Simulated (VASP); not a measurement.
WSe2:

```xyz
3
Lattice="3.1617 0.0000 0.0000 -1.5808 2.7381 0.0000 0.0000 0.0000 6.8890" Properties=species:S:1:pos:R:3 pbc="T T T"
W     0.0000    0.0000    0.0000
Se    0.0000    1.8254    1.7083
Se    0.0000    1.8254    5.1807
```

This cell differs from its parent crystal: strain -4.1%.

Base run:

| Property | Result |
| --- | --- |
| Program | VASP 6.6.1 |
| Functional | PBE |
| Potentials or basis | VASP PAW PBE potentials, release 64 (W_sv, Se) |
| Cutoff | 520 eV |
| k mesh | 12 × 12 × 4 |
| Occupations | fermi-dirac, width 0.02 eV |
| Spin | no spin polarisation |

Its results: band gap on the k mesh 1.04 eV (least direct gap 2.00 eV); pressure 13.0 GPa; largest force 0.396 eV/Å.

Problem. The run is repeated on the same cell with these changes: functional from PBE to r2SCAN; occupations from fermi-dirac, width 0.02 eV to gaussian, width 0.01 eV. What comes out?

Solution. Band gap on the k mesh 1.19 eV (least direct gap 2.19 eV); pressure 11.1 GPa; largest force 0.025 eV/Å.

Caveats: the cell stands under pressure; spin-orbit coupling is left out, which moves the levels of the heavy elements; this functional lacks dispersion, which binds the layers, so the pressure and a relaxed spacing across them are unreliable (at least some runs); the PAW data sets were made with another functional, which shifts forces and pressure a little (at least some runs).

A k mesh can miss the band edges.
